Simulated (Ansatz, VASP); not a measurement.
# AlNi: VASP beside Ansatz

```
Al Ni
1.0
     2.96504    0.00000    0.00000
     0.00000    2.96504    0.00000
     0.00000    0.00000    2.96504
Al Ni
1 1
Direct
  0.00000 0.00000 0.97234
  0.50000 0.50000 0.51271
```

Change from the starting cell: mode 6 frozen in at -0.080 Å, equal normal strain along x, y and z +0.0250.

Alike in both runs: task single point; functional PBE; k mesh 16 × 16 × 16; occupations gaussian, width 0.15 eV; no spin polarisation.

|  | VASP | Ansatz |
| --- | --- | --- |
| version | VASP 6.6.1 | Ansatz 0.2.0 |
| potentials or method | VASP PAW PBE potentials, release 64 (Al, Ni), cutoff 520 eV | scalar-relativistic, plane waves, PAW |
| valence electrons in the cell | 13 | 21 |

|  | VASP | Ansatz | Ansatz less VASP |
| --- | --- | --- | --- |
| gap on the k mesh at the Fermi level (eV) | none | none | - |
| pressure (GPa) | -9.2 | -9.3 | -0.11 |
| traceless stress, the component that is largest in VASP (GPa) | -0.26 | -0.25 | +0.004 |
| rms of the force components (eV/Å) | 0.286 | 0.284 | -0.0019 |

Atom by atom the forces differ by 0.002 eV/Å (rms over components). A gap of «none» marks a metal or a gap that the smearing closes. The functional is the same, so the differences come from potentials, cutoffs and numerics. VASP's potentials hold 13 valence electrons a cell and Ansatz's 21, so a difference there can come from the potentials and not from the codes.
